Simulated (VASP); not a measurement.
# Zn5CdSe6 (P31m) in VASP: single point with PBE

Aim: the single point of Zn5CdSe6 with PBE.

Program: VASP 6.6.1. These are calculated values, not measurements. Logs are shortened: lines on timing, memory, paths and dates and some standing lists are left out, and cuts for length are marked.

**1. The cell of the first run**

Symmetry: P31m, No. 157, trigonal system. Conventional cell: a = 7.106 Å, b = 7.106 Å, c = 6.726 Å, α = 90.00°, β = 90.00°, γ = 120.00°. Within 3.3 Å of Zn (site symmetry 3) lie 4 Se at 2.47 to 2.49 Å. Within 3.3 Å of Zn (site symmetry m) lie 4 Se at 2.49 to 2.50 Å. Within 3.5 Å of Cd (site symmetry 3m) lie 4 Se at 2.66 to 2.67 Å. Within 3.3 Å of Se (site symmetry 3m) lie 3 Zn at 2.50 Å and 1 Cd at 2.67 Å. Se (site symmetry 3) has 4 Zn at 2.49 to 2.50 Å within 3.3 Å. Se (site symmetry m) has 3 Zn at 2.47 to 2.49 Å and 1 Cd at 2.66 Å within 3.3 Å.

**2. Single point, PBE**

File INCAR:

```
SYSTEM = Zn5CdSe6
PREC     = Accurate       ! precision mode
ENCUT    = 500            ! plane-wave cutoff, eV
EDIFF    = 1E-6           ! SCF threshold, eV
ISMEAR   = 0              ! smearing method
SIGMA    = 0.02           ! smearing width, eV
LREAL    = .False.        ! projectors in reciprocal space
LASPH    = .True.         ! aspherical terms in the spheres
NELM     = 120            ! most SCF steps
ALGO     = Normal         ! electronic algorithm
ISIF     = 2              ! what is computed and relaxed
LWAVE    = .False.        ! write WAVECAR
LCHARG   = .True.         ! write CHGCAR
GGA      = PE             ! functional
LELF     = .True.         ! ELF
LVHAR    = .True.       
NBANDS   = 66             ! bands
GGA_COMPAT= .False.
```

File KPOINTS:

```
Automatic mesh
0
Gamma
  6 6 4
  0 0 0
```

File POSCAR:

```
Zn5CdSe6
1.0
    7.1057714508      0.0000000000      0.0000000000
   -3.5528857254      6.1537785899      0.0000000000
    0.0000000000      0.0000000000      6.7262364230
Zn Cd Se
5 1 6
Direct
    0.6666666667      0.3333333333      0.0056481359
    0.3333333333      0.6666666667      0.0056481359
    0.3389140824      0.0000000000      0.5046605408
    0.0000000000      0.3389140824      0.5046605408
    0.6610859176      0.6610859176      0.5046605408
    0.0000000000      0.0000000000      0.0063575467
    0.0000000000      0.0000000000      0.4032736512
    0.6666666667      0.3333333333      0.3763114898
    0.3333333333      0.6666666667      0.3763114898
    0.3526718013      0.0000000000      0.8741559561
    0.0000000000      0.3526718013      0.8741559561
    0.6473281987      0.6473281987      0.8741559561
```

Potentials or basis: VASP PAW PBE potentials, release 64 (Zn, Cd, Se).

Launch:

```bash
$ cat potpaw_PBE.64/Zn/POTCAR potpaw_PBE.64/Cd/POTCAR potpaw_PBE.64/Se/POTCAR > POTCAR
$ mpirun -np 1 vasp_std > vasp.out
```

OUTCAR:

```text
SYSTEM = Zn5CdSe6
   PREC = Accurate
   ENCUT = 500
   EDIFF = 1E-6
   ISMEAR = 0
   LREAL = .False.
   LASPH = .True.
   NELM = 120
   ISIF = 2
   GGA = PE

 ion  position               nearest neighbor table
   1  0.667  0.333  0.006-  11 2.47  10 2.47  12 2.47   8 2.49
   2  0.333  0.667  0.006-  10 2.47  11 2.47  12 2.47   9 2.49
   3  0.339  0.000  0.505-  10 2.49   9 2.50   8 2.50   7 2.50
   4  0.000  0.339  0.505-  11 2.49   8 2.50   9 2.50   7 2.50
   5  0.661  0.661  0.505-  12 2.49   9 2.50   8 2.50   7 2.50
   6  0.000  0.000  0.006-  10 2.66  11 2.66  12 2.66   7 2.67
   7  0.000  0.000  0.403-   3 2.50   4 2.50   5 2.50   6 2.67
   8  0.667  0.333  0.376-   1 2.49   4 2.50   3 2.50   5 2.50
   9  0.333  0.667  0.376-   2 2.49   3 2.50   4 2.50   5 2.50
  10  0.353  0.000  0.874-   2 2.47   1 2.47   3 2.49   6 2.66
  11  0.000  0.353  0.874-   1 2.47   2 2.47   4 2.49   6 2.66
  12  0.647  0.647  0.874-   2 2.47   1 2.47   5 2.49   6 2.66

  LATTYP: Found a hexagonal cell.
 ALAT       =     7.1057714508
 C/A-ratio  =     0.9465877800

  Lattice vectors:

 A1 = (   7.1057714508,   0.0000000000,   0.0000000000)
 A2 = (  -3.5528857254,   6.1537785899,   0.0000000000)
 A3 = (   0.0000000000,   0.0000000000,   6.7262364230)

Analysis of symmetry for initial positions (statically):
=====================================================================
 Subroutine PRICEL returns:
 Original cell was already a primitive cell.

 Routine SETGRP: Setting up the symmetry group for a
 hexagonal supercell.

 Subroutine GETGRP returns: Found  6 space group operations
 (whereof  6 operations were pure point group operations)
 out of a pool of 24 trial point group operations.

The static configuration has the point symmetry C_3v.

Analysis of symmetry for dynamics (positions and initial velocities):
=====================================================================
 Subroutine PRICEL returns:
 Original cell was already a primitive cell.

 Routine SETGRP: Setting up the symmetry group for a
 hexagonal supercell.

 Subroutine GETGRP returns: Found  6 space group operations
 (whereof  6 operations were pure point group operations)
 out of a pool of 24 trial point group operations.

The dynamic configuration has the point symmetry C_3v.

 Subroutine INISYM returns: Found  6 space group operations
 (whereof  6 operations are pure point group operations),
 and found     1 'primitive' translations

----------------------------------------------------------------------------------------

[... 126 lines left out ...]
   ISMEAR =     0;   SIGMA  =   0.02  broadening in eV -4-tet -1-fermi 0-gaus
   EFERMI_NEDOS =   21; number of points for ismear=-14 and -15
   IALGO  =     38    algorithm
   IMIX   =      4    mixing-type and parameters
     AMIX     =   0.40;   BMIX     =  1.00
     AMIX_MAG =   1.60;   BMIX_MAG =  1.00
  volume/ion in A,a.u.               =      24.51       165.40
  Fermi-wavevector in a.u.,A,eV,Ry     =   1.172306  2.215337 18.698507  1.374301
  Thomas-Fermi vector in A             =   2.308737
   LORBIT       =      0    0 simple, 1 ext, 2 COOP (PROOUT), +10 PAW based schemes
   GGA     = PE    functional components
   LHFCALC =     F    Hartree Fock is set to
   AEXX    =    0.0000 exact exchange contribution
   IVDW    =     0    specifies the selected vdW correction
   LEPSILON=     F    determine dielectric tensor
   LRPA    =     F    only Hartree local field effects (RPA)
 non-spin polarized calculation
 Gauss-broadening in eV      SIGMA  =   0.02
  energy-cutoff  :      500.00
  volume of cell :      294.12
 maximum number of plane-waves:      7494
 NGX is ok and might be reduce to    54
   NGX = 25   NGY = 25   NGZ = 25

 number of electron     107.9999939 magnetization

 Free energy of the ion-electron system (eV)
  ---------------------------------------------------
  ext. energy  EPLUGINS =         0.00000000
  ---------------------------------------------------
  free energy    TOTEN  =       -35.55756573 eV

  energy without entropy =      -35.55756573  energy(sigma->0) =      -35.55756573

 E-fermi :   1.3286     XC(G=0):  -9.0759

 val. band max:        1.2139797154   @ k =   0.0000   0.0000   0.0000
 cond. band min:       2.2380151535   @ k =   0.0000   0.0000   0.0000
 fundamental gap:      1.0240354381
 Fermi energy:         1.3286099785

 k-point     1 :       0.0000    0.0000    0.0000
  band No.  band energies     occupation
      1     -11.7347      2.00000
      2     -11.0705      2.00000
      3     -10.9217      2.00000
      4     -10.8995      2.00000
      5     -10.8995      2.00000
      6     -10.8857      2.00000
[... 1645 lines left out ...]
     65       6.4431      0.00000
     66       6.4431      0.00000

------------------------ aborting loop because EDIFF is reached ----------------------------------------

  FORCE on cell =-STRESS in cart. coord.  units (eV):
  Direction    XX          YY          ZZ          XY          YZ          ZX
  --------------------------------------------------------------------------------------
  -------------------------------------------------------------------------------------
  Total        0.3636449      0.3636449      0.4493337      0.0000000      0.0000000      0.0000000
  in kB        1.9809014      1.9809014      2.4476781      0.0000000      0.0000000      0.0000000
  external PRESSURE =       2.1364937 kB  Pullay stress =       0.0000000 kB

 VOLUME and BASIS-vectors are now :
 -----------------------------------------------------------------------------
  energy-cutoff  :      500.00
  volume of cell :      294.12
      direct lattice vectors                 reciprocal lattice vectors
     7.105771451  0.000000000  0.000000000     0.140730673  0.081250892  0.000000000
    -3.552885725  6.153778590  0.000000000     0.000000000  0.162501784  0.000000000
     0.000000000  0.000000000  6.726236423     0.000000000  0.000000000  0.148671551

 POSITION                                       TOTAL-FORCE (eV/Angst)
 -----------------------------------------------------------------------------------
      3.55289      2.05126      0.03799         0.000000     -0.000000      0.006184
     -0.00000      4.10252      0.03799        -0.000000      0.000000      0.006184
      2.40825      0.00000      3.39447         0.001926     -0.000000     -0.008829
     -1.20412      2.08560      3.39447        -0.000963      0.001668     -0.008829
      2.34876      4.06818      3.39447        -0.000963     -0.001668     -0.008829
      0.00000      0.00000      0.04276         0.000000      0.000000     -0.006718
      0.00000      0.00000      2.71251         0.000000      0.000000      0.019482
      3.55289      2.05126      2.53116         0.000000      0.000000     -0.000269
     -0.00000      4.10252      2.53116        -0.000000     -0.000000     -0.000269
      2.50601      0.00000      5.87978         0.009268      0.000000      0.000630
     -1.25300      2.17026      5.87978        -0.004634      0.008026      0.000630
      2.29988      3.98351      5.87978        -0.004634     -0.008026      0.000630
 -----------------------------------------------------------------------------------
    total drift:                                0.000004      0.000006      0.000956

  FREE ENERGIE OF THE ION-ELECTRON SYSTEM (eV)
  ---------------------------------------------------
  free  energy   TOTEN  =       -35.5575657339 eV

  energy  without entropy=      -35.5575657339  energy(sigma->0) =      -35.55756573
```

stdout:

```text
POSCAR found type information on POSCAR ZnCdSe
 POSCAR found :  3 types and      12 ions
 scaLAPACK will be used
 LDA part: xc-table for (Slater+PW92), standard interpolation
 POSCAR, INCAR and KPOINTS ok, starting setup
 FFT: planning ... GRIDC
 FFT: planning ... GRID_SOFT
 FFT: planning ... GRID
 WAVECAR not read
 entering main loop
```

It took 9.7 min on 1 thread of AMD EPYC 7R43 (Zen 3), shared host; peak memory 0.55 GiB.

What came out:

```yaml
Free_energy: -35.5576 eV
Pressure: 0.2 GPa
Largest_force: 0.019 eV/Å
Band_gap_on_the_k_mesh: 1.02 eV
```

Forces in eV/Å, atoms in the order of the input:
```
Zn   0.000  0.000  0.006
Zn   0.000  0.000  0.006
Zn   0.002  0.000 -0.009
Zn  -0.001  0.002 -0.009
Zn  -0.001 -0.002 -0.009
Cd   0.000  0.000 -0.007
Se   0.000  0.000  0.019
Se   0.000  0.000  0.000
Se   0.000  0.000  0.000
Se   0.009  0.000  0.001
Se  -0.005  0.008  0.001
Se  -0.005 -0.008  0.001
```

Levels at points of the mesh, in eV from the valence-band top:
| k point | band 52 | band 53 | band 54 | band 55 | band 56 | band 57 |
| --- | --- | --- | --- | --- | --- | --- |
| (0.00, 0.00, 0.00) | -0.10 | 0.00 | 0.00 | 1.02 | 2.25 | 4.04 |
| (0.50, 0.00, 0.00) | -0.74 | -0.73 | -0.69 | 3.06 | 3.28 | 3.41 |
| (0.00, 0.00, 0.50) | -0.53 | -0.35 | -0.35 | 2.48 | 2.76 | 3.55 |
| (0.50, 0.00, 0.50) | -1.37 | -1.20 | -1.14 | 2.82 | 2.95 | 3.80 |
